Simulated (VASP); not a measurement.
# Al3Cu2 (Cm) in VASP: notebook

Al3Cu2 is run at these levels: PBEsol; tasks: single point.

Program: VASP 6.6.1. These are calculated values, not measurements. Logs are shortened: lines on timing, memory, paths and dates and some standing lists are left out, and cuts for length are marked.

**1. The cell of the first run**

Symmetry: Cm, No. 8, monoclinic system. Conventional cell: a = 7.099 Å, b = 4.099 Å, c = 4.982 Å, α = 90.00°, β = 90.00°, γ = 90.00°. Within 3.3 Å of Al (site symmetry m) lie 6 Cu at 2.49 Å and 6 Al at 2.86 to 2.99 Å. Within 3.2 Å of Al (site symmetry m) lie 5 Cu at 2.45 to 2.65 Å and 6 Al at 2.75 to 2.99 Å. Al (site symmetry m) has 5 Cu at 2.45 to 2.56 Å and 6 Al at 2.75 to 2.94 Å within 3.2 Å. Cu (site symmetry m) has 8 Al at 2.45 to 2.56 Å and 3 Cu at 2.84 Å within 3.2 Å. Cu (site symmetry m) has 8 Al at 2.45 to 2.65 Å and 3 Cu at 2.84 Å within 3.2 Å.

**2. Single point, PBEsol (atom 2 (Al) moved -0.100 Å along Cartesian [0 1 0])**

INCAR reads:

```
SYSTEM = Al3Cu2
ALGO = Fast
EDIFF = 1E-6
ENCUT = 520
GGA = PS
ISIF = 2
ISMEAR = 0
LASPH = .True.
LCHARG = .False.
LREAL = .False.
LWAVE = .False.
NBANDS = 24
NELM = 80
PREC = Accurate
SIGMA = 0.15
```

KPOINTS reads:

```
k-points
0
Gamma
  12 12 10
  0 0 0
```

POSCAR reads:

```
Al3Cu2
1.0
    4.0985856014      0.0000000000      0.0000000000
   -2.0492928007      3.5494792504      0.0000000000
    0.0000000000      0.0000000000      4.9821008425
Al Cu
3 2
Direct
    0.0000000000      0.0000000000      0.0000000000
    0.3192467599      0.6384935199      0.3515059809
    0.6666666667      0.3333333333      0.6484940191
    0.3333333333      0.6666666667      0.8422899817
    0.6666666667      0.3333333333      0.1577100183
```

Potentials or basis: VASP PAW PBE potentials, release 64 (Al, Cu).

Run with:

```
> cat potpaw_PBE.64/Al/POTCAR potpaw_PBE.64/Cu/POTCAR > POTCAR
> mpirun -np 1 vasp_std > vasp.out
```

OUTCAR:

```text
SYSTEM = Al3Cu2
   EDIFF = 1E-6
   ENCUT = 520
   GGA = PS
   ISIF = 2
   ISMEAR = 0
   LASPH = .True.
   LREAL = .False.
   NELM = 80
   PREC = Accurate

 ion  position               nearest neighbor table
   1  0.000  0.000  0.000-   4 2.49   5 2.49   5 2.49   4 2.49   5 2.49   4 2.49   2 2.86   3 2.94
                             3 2.94   3 2.94   2 2.99   2 2.99
   2  0.319  0.638  0.352-   4 2.45   5 2.51   5 2.51   4 2.54   5 2.65   3 2.75   3 2.75   1 2.86
                             3 2.88   1 2.99   1 2.99
   3  0.667  0.333  0.648-   5 2.45   5 2.54   4 2.56   4 2.56   4 2.56   2 2.75   2 2.75   2 2.88
                             1 2.94   1 2.94   1 2.94
   4  0.333  0.667  0.842-   2 2.45   1 2.49   1 2.49   1 2.49   2 2.54   3 2.56   3 2.56   3 2.56

   5  0.667  0.333  0.158-   3 2.45   1 2.49   1 2.49   1 2.49   2 2.51   2 2.51   3 2.54   2 2.65

  LATTYP: Found a hexagonal cell.
 ALAT       =     4.0985856014
 C/A-ratio  =     1.2155658871

  Lattice vectors:

 A1 = (   4.0985856014,   0.0000000000,   0.0000000000)
 A2 = (  -2.0492928007,   3.5494792504,   0.0000000000)
 A3 = (   0.0000000000,   0.0000000000,   4.9821008425)

Analysis of symmetry for initial positions (statically):
=====================================================================
 Subroutine PRICEL returns:
 Original cell was already a primitive cell.

 Routine SETGRP: Setting up the symmetry group for a
 hexagonal supercell.

 Subroutine GETGRP returns: Found  2 space group operations
 (whereof  2 operations were pure point group operations)
 out of a pool of 24 trial point group operations.

The static configuration has the point symmetry C_1h.

Analysis of symmetry for dynamics (positions and initial velocities):
=====================================================================
 Subroutine PRICEL returns:
 Original cell was already a primitive cell.

 Routine SETGRP: Setting up the symmetry group for a
 hexagonal supercell.

 Subroutine GETGRP returns: Found  2 space group operations
 (whereof  2 operations were pure point group operations)
 out of a pool of 24 trial point group operations.

The dynamic configuration has the point symmetry C_1h.

 Subroutine INISYM returns: Found  2 space group operations
 (whereof  2 operations are pure point group operations),
 and found     1 'primitive' translations

----------------------------------------------------------------------------------------

                                     Primitive cell

  volume of cell :      72.4788

  direct lattice vectors                    reciprocal lattice vectors
     4.098585601  0.000000000  0.000000000     0.243986608  0.140865734  0.000000000
    -2.049292801  3.549479250  0.000000000     0.000000000  0.281731468  0.000000000
     0.000000000  0.000000000  4.982100843     0.000000000  0.000000000  0.200718539

  length of vectors
     4.098585601  4.098585601  4.982100843     0.281731468  0.281731468  0.200718539

  position of ions in fractional coordinates (direct lattice)
     0.000000000  0.000000000  0.000000000
     0.319246760  0.638493520  0.351505981
     0.666666667  0.333333333  0.648494019
     0.333333333  0.666666667  0.842289982
     0.666666667  0.333333333  0.157710018

  ion indices of the primitive-cell ions
   primitive index   ion index
                 1           1
                 2           2
                 3           3
                 4           4
                 5           5

----------------------------------------------------------------------------------------

 KPOINTS: k-points

Automatic generation of k-mesh.
 Grid dimensions read from file:
 generate k-points for:   12   12   10

 Generating k-lattice:

  Cartesian coordinates                     Fractional coordinates (reciprocal lattice)
     0.020332217  0.011738811  0.000000000     0.083333333  0.000000000  0.000000000
     0.000000000  0.023477622  0.000000000     0.000000000  0.083333333  0.000000000
     0.000000000  0.000000000  0.020071854     0.000000000  0.000000000  0.100000000

  Length of vectors
     0.023477622  0.023477622  0.020071854

  Shift w.r.t. Gamma in fractional coordinates (k-lattice)
     0.000000000  0.000000000  0.000000000

 Subroutine IBZKPT returns following result:
 ===========================================

 Found    398 irreducible k-points:

 Following reciprocal coordinates:
            Coordinates               Weight
  0.000000  0.000000  0.000000      1.000000
  0.083333 -0.000000  0.000000      4.000000
  0.000000  0.083333  0.000000      2.000000
  0.166667  0.000000  0.000000      4.000000
  0.000000  0.166667  0.000000      2.000000
  0.250000  0.000000  0.000000      4.000000
[... 16 lines left out ...]
 -0.083333  0.416667  0.000000      4.000000
 -0.416667  0.333333  0.000000      4.000000
 [... further k-points ...]
   k-points           NKPTS =    398   k-points in BZ     NKDIM =    398   number of bands    NBANDS=     24
   number of dos      NEDOS =    301   number of ions     NIONS =      5
   total plane-waves  NPLWV =  36000
   dimension x,y,z NGX =    30 NGY =   30 NGZ =   40
   dimension x,y,z NGXF=    60 NGYF=   60 NGZF=   80
   ions per type =               3   2
   NGX,Y,Z   is equivalent  to a cutoff of  12.17, 12.17, 13.35 a.u.
   NGXF,Y,Z  is equivalent  to a cutoff of  24.34, 24.34, 26.69 a.u.
 SYSTEM =  Al3Cu2
   PREC   = accura    normal or accurate (medium, high low for compatibility)
   ISTART =      0    job   : 0-new  1-cont  2-samecut
   ICHARG =      2    charge: 1-file 2-atom 10-const
   ISPIN  =      1    spin polarized calculation?
   LNONCOLLINEAR =      F non collinear calculations
   LSORBIT =      F    spin-orbit coupling
   LASPH  =      T    aspherical Exc in radial PAW
   ENCUT  =  520.0 eV  38.22 Ry    6.18 a.u.   7.62  7.62  9.26*2*pi/ulx,y,z
   NELM   =     80;   NELMIN=  2; NELMDL= -5     # of ELM steps
   EDIFF  = 0.1E-05   stopping-criterion for ELM
   LREAL  =      F    real-space projection
   EDIFFG = 0.1E-04   stopping-criterion for IOM
   NSW    =      0    number of steps for IOM
   IBRION =     -1    ionic relax: 0-MD 1-quasi-New 2-CG
   NFREE  =      0    steps in history (QN), initial steepest desc. (CG)
   ISIF   =      2    stress and relaxation
   ISYM   =      2    0-nonsym 1-usesym 2-fastsym
   POTIM  = 0.5000    time-step for ionic-motion
   TEBEG  =    0.0;   TEEND  =   0.0 temperature during run
   PSTRESS=    0.0 pullay stress
   NELECT =      31.0000    total number of electrons
   NUPDOWN=      -1.0000    fix difference up-down
   EMIN   =  10.00;   EMAX   =-10.00  energy-range for DOS
   EFERMI =   0.00;   METHOD = LEGACY
   ISMEAR =     0;   SIGMA  =   0.15  broadening in eV -4-tet -1-fermi 0-gaus
   EFERMI_NEDOS =   21; number of points for ismear=-14 and -15
   IALGO  =     68    algorithm
   IMIX   =      4    mixing-type and parameters
     AMIX     =   0.40;   BMIX     =  1.00
     AMIX_MAG =   1.60;   BMIX_MAG =  1.00
  volume/ion in A,a.u.               =      14.50        97.82
  Fermi-wavevector in a.u.,A,eV,Ry     =   1.233460  2.330901 20.700218  1.521423
  Thomas-Fermi vector in A             =   2.368189
   LORBIT       =      0    0 simple, 1 ext, 2 COOP (PROOUT), +10 PAW based schemes
   GGA     = PS    functional components
   LHFCALC =     F    Hartree Fock is set to
   AEXX    =    0.0000 exact exchange contribution
   IVDW    =     0    specifies the selected vdW correction
   LEPSILON=     F    determine dielectric tensor
   LRPA    =     F    only Hartree local field effects (RPA)
 non-spin polarized calculation
 RMM-DIIS sequential band-by-band and
 Gauss-broadening in eV      SIGMA  =   0.15
  energy-cutoff  :      520.00
  volume of cell :       72.48
 maximum number of plane-waves:      1986
   NGX = 15   NGY = 15   NGZ = 19

 number of electron      30.9999980 magnetization

 Free energy of the ion-electron system (eV)
  ---------------------------------------------------
  ext. energy  EPLUGINS =         0.00000000
  ---------------------------------------------------
  free energy    TOTEN  =       -21.70026566 eV

  energy without entropy =      -21.68583029  energy(sigma->0) =      -21.69304798

 E-fermi :   8.2893     XC(G=0): -11.0665

 val. band max:        8.2891340503   @ k =   0.3333   0.0833   0.0000
 cond. band min:       8.2925831441   @ k =  -0.0833   0.5000   0.2000
 fundamental gap:      0.0034490938
 Fermi energy:         8.2892702685

 k-point     1 :       0.0000    0.0000    0.0000
  band No.  band energies     occupation
      1      -2.9652      2.00000
      2       1.8738      2.00000
      3       2.3922      2.00000
      4       2.9326      2.00000
      5       2.9415      2.00000
      6       3.2940      2.00000
[... 16 lines left out ...]
     23      14.0660      0.00000
     24      14.1695      0.00000

 k-point     2 :       0.0833   -0.0000    0.0000
  band No.  band energies     occupation
      1      -2.8826      2.00000
      2       1.9153      2.00000
      3       2.3861      2.00000
      4       2.9543      2.00000
      5       2.9654      2.00000
      6       3.2765      2.00000
[... 16 lines left out ...]
     23      13.8316      0.00000
     24      13.9423      0.00000

 k-point     3 :       0.0000    0.0833    0.0000
  band No.  band energies     occupation
      1      -2.8832      2.00000
      2       1.9148      2.00000
      3       2.3852      2.00000
      4       2.9492      2.00000
      5       2.9665      2.00000
      6       3.2789      2.00000
[... 16 lines left out ...]
     23      13.8246      0.00000
     24      13.8290      0.00000
[... 514 lines left out ...]
 k-point    23 :      -0.0833    0.4167    0.0000
  band No.  band energies     occupation
      1      -1.2986      2.00000
      2       1.3219      2.00000
      3       2.1712      2.00000
      4       2.9428      2.00000
      5       3.2621      2.00000
      6       3.3276      2.00000
[... 16 lines left out ...]
     23      14.4098      0.00000
     24      16.7384      0.00000

 k-point    24 :      -0.4167    0.3333    0.0000
  band No.  band energies     occupation
      1      -1.2757      2.00000
      2       1.2992      2.00000
      3       2.1807      2.00000
      4       2.9563      2.00000
      5       3.2627      2.00000
      6       3.3232      2.00000
[... 16 lines left out ...]
     23      14.3421      0.00000
     24      16.6951      0.00000

 [... further k-points ...]

------------------------ aborting loop because EDIFF is reached ----------------------------------------

  FORCE on cell =-STRESS in cart. coord.  units (eV):
  Direction    XX          YY          ZZ          XY          YZ          ZX
  --------------------------------------------------------------------------------------
  -------------------------------------------------------------------------------------
  Total        0.4203067     -0.2689254      0.1643426      0.0000000      0.0765217      0.0000000
  in kB        9.2910694     -5.9447180      3.6328676      0.0000000      1.6915479      0.0000000
  external PRESSURE =       2.3264063 kB  Pullay stress =       0.0000000 kB

 VOLUME and BASIS-vectors are now :
 -----------------------------------------------------------------------------
  energy-cutoff  :      520.00
  volume of cell :       72.48
      direct lattice vectors                 reciprocal lattice vectors
     4.098585601  0.000000000  0.000000000     0.243986608  0.140865734  0.000000000
    -2.049292801  3.549479250  0.000000000     0.000000000  0.281731468  0.000000000
     0.000000000  0.000000000  4.982100843     0.000000000  0.000000000  0.200718539

 POSITION                                       TOTAL-FORCE (eV/Angst)
 -----------------------------------------------------------------------------------
      0.00000      0.00000      0.00000         0.000000     -0.099064     -0.013648
     -0.00000      2.26632      1.75124        -0.000000      0.434697      0.018536
      2.04929      1.18316      3.23086         0.000000     -0.153423      0.020889
     -0.00000      2.36632      4.19637         0.000000      0.044106      0.001268
      2.04929      1.18316      0.78573         0.000000     -0.226315     -0.027045
 -----------------------------------------------------------------------------------
    total drift:                                0.000001     -0.000016      0.000049

  FREE ENERGIE OF THE ION-ELECTRON SYSTEM (eV)
  ---------------------------------------------------
  free  energy   TOTEN  =       -21.7002656615 eV

  energy  without entropy=      -21.6858302928  energy(sigma->0) =      -21.69304798
```

It took 8.8 min on 1 thread of AMD EPYC 9R45 (Zen 5), shared host; peak memory 0.61 GiB.

What came out:

| Quantity | Value |
| --- | --- |
| Free energy | -21.7003 eV |
| Pressure | 0.2 GPa |
| Largest force | 0.435 eV/Å |
| Band gap on the k mesh | zero (an odd number of electrons rules out a gap without spin polarisation) |

Forces on the atoms (eV/Å):
```
Al   0.000 -0.099 -0.014
Al   0.000  0.435  0.019
Al   0.000 -0.153  0.021
Cu   0.000  0.044  0.001
Cu   0.000 -0.226 -0.027
```

Caveat: the cell differs from its parent crystal (atom 2 (Al) moved -0.100 Å along Cartesian [0 1 0]); the PAW data sets were made with another functional, which shifts forces and pressure a little.

**3. Single point, PBEsol (atom 2 (Al) moved +0.080 Å along Cartesian [0 1 0])**

INCAR reads:

```
PREC = Accurate ; ENCUT = 520
EDIFF = 1E-6 ; ISMEAR = 0
SIGMA = 0.15 ; LREAL = False
LASPH = True ; NELM = 80
ALGO = Fast ; ISIF = 2
LWAVE = False ; LCHARG = False
GGA = PS ; NBANDS = 24
```

KPOINTS reads:

```
regular mesh
0
Gamma
  12 12 10
```

Changes to POSCAR since step 2:

```diff
@@ -9,3 +9,3 @@
     0.0000000000      0.0000000000      0.0000000000
-    0.3192467599      0.6384935199      0.3515059809
+    0.3446025921      0.6892051841      0.3515059809
     0.6666666667      0.3333333333      0.6484940191
```

Potentials or basis: VASP PAW PBE potentials, release 64 (Al, Cu).

Run with:

```
> cat potpaw_PBE.64/Al/POTCAR potpaw_PBE.64/Cu/POTCAR > POTCAR
> mpirun -np 1 vasp_std > vasp.out
```

It took 7.5 min on 1 thread of AMD EPYC 9R45 (Zen 5), shared host; peak memory 0.61 GiB.

Results (log left out):

```yaml
Free_energy: -21.7064 eV
Pressure: 0.6 GPa
Largest_force: 0.421 eV/Å
Band_gap_on_the_k_mesh: zero (an odd number of electrons rules out a gap without spin polarisation)
```

Forces on the atoms (eV/Å):
```
Al   0.000  0.067 -0.008
Al   0.000 -0.420  0.012
Al   0.000  0.156  0.015
Cu   0.000 -0.034  0.002
Cu   0.000  0.231 -0.022
```

Stress tensor (GPa, compression positive):
```
-0.25  0.00  0.00
 0.00  1.27 -0.10
 0.00 -0.10  0.73
```

Levels at points of the mesh, in eV from the Fermi level:
```csv
k point,band 12,band 13,band 14,band 15,band 16,band 17,band 18,band 19,band 20,band 21
"(0.00, 0.00, 0.00)",-3.64,-3.62,-0.26,-0.10,1.30,1.40,2.51,2.88,5.31,5.38
"(0.50, 0.00, 0.00)",-4.07,-3.05,-2.96,-2.55,-0.73,-0.06,0.39,3.08,3.78,4.75
"(0.00, 0.50, 0.00)",-4.08,-3.02,-2.96,-2.56,-0.72,-0.07,0.38,3.06,3.83,4.81
"(0.00, 0.00, 0.50)",-4.15,1.10,1.28,1.29,1.43,1.83,2.40,2.45,2.51,3.22
"(0.50, 0.00, 0.50)",-4.18,-4.09,-3.50,-1.75,-0.16,0.74,0.95,5.14,5.38,5.49
"(0.00, 0.50, 0.50)",-4.19,-4.14,-3.51,-1.74,-0.14,0.77,0.98,5.13,5.34,5.62
```

Caveat: the cell differs from its parent crystal (atom 2 (Al) moved +0.080 Å along Cartesian [0 1 0]); the PAW data sets were made with another functional, which shifts forces and pressure a little.
